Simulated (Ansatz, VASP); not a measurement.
# Ta4N in VASP and in Ansatz

```
CELL_PARAMETERS angstrom
4.56104 0.00000 0.00000
0.00000 4.56104 0.00000
0.00000 0.00000 4.56104
ATOMIC_POSITIONS crystal
Ta 0.24378 0.75622 0.75622
Ta 0.75622 0.24378 0.75622
Ta 0.75622 0.75622 0.24378
Ta 0.24378 0.24378 0.24378
N 0.00000 0.00000 0.00000
```

Change from the starting cell: species swapped into the SnI4 type (P-43m, No. 215).

Alike in both runs: task relaxation of cell and atoms; functional PBE; k mesh 4 × 4 × 4; occupations gaussian, width 0.1 eV; no spin polarisation.

|  | VASP | Ansatz |
| --- | --- | --- |
| version | VASP 6.6.1 | Ansatz 0.2.0 |
| potentials or method | VASP PAW PBE potentials, release 64 (Ta_pv, N), cutoff 600 eV | scalar-relativistic, plane waves, PAW |
| valence electrons in the cell | 49 | 57 |

```tsv
	VASP	Ansatz	Ansatz less VASP
gap on the k mesh at the Fermi level, each at its own relaxed structure (eV)	none	none	-
relaxed volume (Å³/atom)	17.14	17.12	-0.020
relaxed cell length with the largest relative difference (Å)	4.409	4.407	-0.0017
```

A gap of «none» marks a metal or a gap that the smearing closes. VASP's potentials hold 49 valence electrons a cell and Ansatz's 57, so a difference there can come from the potentials and not from the codes.

Neither program's run includes spin-orbit coupling.
